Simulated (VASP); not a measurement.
Runs of VASP 6.6.1 on LiCl. The structure is that of space group Pm-3m (No. 221), or close to it. The cells are those of the table. 

```tsv
level	cell	k mesh	smearing	grid for exact exchange (PRECFOCK)	share of exact exchange	screening parameter	gap on the mesh (eV)
PBE	a = 3.406, b = 3.271, c = 3.271 Å, 2 atoms	8 × 8 × 8	fermi-dirac 0.02 eV	-	-	-	4.15
r2SCAN	a = 3.272 Å, angles 90.0, 90.0, 88.2°, 2 atoms	8 × 8 × 8	gaussian 0.01 eV	-	-	-	(a)
r2SCAN	a = 3.271, b = 3.271, c = 3.367 Å, 2 atoms	8 × 8 × 8	gaussian 0.01 eV	-	-	-	5.16
PBE	a = 3.272 Å, angles 90.0, 90.0, 88.2°, 2 atoms	8 × 8 × 8	fermi-dirac 0.02 eV	-	-	-	(b)
r2SCAN	a = 3.406, b = 3.271, c = 3.271 Å, 2 atoms	8 × 8 × 8	gaussian 0.01 eV	-	-	-	5.07
HSE06	a = 3.271, b = 3.271, c = 3.367 Å, 2 atoms	6 × 6 × 6	gaussian 0.01 eV	Normal	0.25	0.2079 1/Å	5.48
PBE	a = 3.271, b = 3.271, c = 3.367 Å, 2 atoms	8 × 8 × 8	fermi-dirac 0.02 eV	-	-	-	4.23
```

Alike in all rows: task single point; potentials or basis VASP PAW PBE potentials, release 64 (Li_sv, Cl); no spin polarisation; cutoff (eV) 520.

Question: Estimate the missing entries.

Answer: (a) 5.39; (b) 4.44.

A k mesh can miss the band edges.
